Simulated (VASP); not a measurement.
A run of VASP 6.6.1 is set up as follows.

The input INCAR:

```
ALGO = Normal ; EDIFF = 1E-6
ENCUT = 500 ; GGA = CA
GGA_COMPAT = F ; ISIF = 2
ISMEAR = 1 ; LASPH = T
LCHARG = T ; LELF = T
LREAL = F ; LVHAR = T
LWAVE = F ; NBANDS = 12
NELM = 120 ; PREC = Accurate
SIGMA = 1.0
```

File KPOINTS:

```
k-points
0
Gamma
  16 16 16
```

The input POSCAR:

```
Cr
1.0
   -1.3942485114      1.3942485114      1.3942485114
    1.3942485114     -1.3942485114      1.3942485114
    1.3942485114      1.3942485114     -1.3942485114
Cr
1
Direct
    0.0000000000      0.0000000000      0.0000000000
```

Potentials or basis: VASP PAW LDA potentials, release 64 (Cr_pv).

Launch:

```bash
$ cat potpaw_LDA.64/Cr_pv/POTCAR > POTCAR
$ mpirun -np 1 vasp_std > vasp.out
```

**Question.** Estimate the pressure.

**Answer.** -2.2 GPa.

**Question.** Estimate the band gap on the k mesh.

**Answer.** Zero (bands 6 and 7 overlap by 3.70 eV).

Caveat: so wide a smearing shifts energies and pressures; an empty level that is flat over the whole mesh can mark a ghost state of the potentials, or a narrow d or f band; the run has no spin polarisation, though such a crystal can be magnetic. Spin polarisation is off, so any magnetic state and its effect on volume and gap are missing.
